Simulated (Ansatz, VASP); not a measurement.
Two plane-wave programs on LiF

```
CELL_PARAMETERS angstrom
0.00000 2.03366 2.03366
2.03366 0.00000 2.03366
2.03366 2.03366 0.00000
ATOMIC_POSITIONS crystal
Li 0.00000 0.00000 0.00000
F 0.50000 0.50000 0.50000
```

Alike in both runs: functional PBE; k mesh 8 × 8 × 8; no spin polarisation.

Ansatz relaxed the structure, and its values are those at the end. VASP's run is a single point on that final structure, the one shown.

```csv
,VASP,Ansatz
version,VASP 6.6.1,Ansatz 0.2.0
potentials or method,"VASP PAW PBE potentials, release 64 (Li_sv, F), cutoff 750 eV",PAW plane waves
occupations,"fermi-dirac, width 0.1 eV",fermi-dirac
valence electrons in the cell,10,10
```

|  | VASP | Ansatz | Ansatz less VASP |
| --- | --- | --- | --- |
| gap on the k mesh at the Fermi level (eV) | 8.82 | 8.83 | +0.010 |
| pressure (GPa) | -0.7 | 0.0 | +0.72 |
